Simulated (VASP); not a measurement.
AlCo3, 4 atoms in the cell. Symmetry: Pm-3m, No. 221, cubic system. Conventional cell: a = 3.575 Å, b = 3.575 Å, c = 3.575 Å, α = 90.00°, β = 90.00°, γ = 90.00°. Within 3.3 Å of Co (site symmetry 4/mmm) lie 8 Co at 2.53 Å and 4 Al at 2.53 Å. Within 3.3 Å of Al (site symmetry m-3m) lie 12 Co at 2.53 Å. 

* Program: VASP 6.6.1
* Task: single point
* Functional: PBEsol
* Potentials or basis: VASP PAW PBE potentials, release 64 (Co, Al)
* Cutoff: 520 eV
* k mesh: 8 × 8 × 8
* Occupations: fermi-dirac, width 0.05 eV
* Spin: collinear spin, ferromagnetic start
* Starting moments: [2.0, 2.0, 2.0, 0.0] μB
* Dipole correction: no
* Further INCAR settings: ALGO = Normal; EDIFF = 1e-07; NBANDS = 27

Potentials or basis: VASP PAW PBE potentials, release 64 (Co, Al).

Run with:

```sh
$ cat potpaw_PBE.64/Co/POTCAR potpaw_PBE.64/Al/POTCAR > POTCAR
$ mpirun -np 1 vasp_std > vasp.out
```

Hardware: 1 thread of AMD EPYC 9R45 96-Core Processor (Zen 5), on a shared host.

**Question.** Estimate the wall time of this run.

**Answer.** It took 51 s on 1 thread of AMD EPYC 9R45 96-Core Processor (Zen 5), with other jobs on the host, peak memory 0.18 GiB. Counts: scf iterations 19, k points 35.
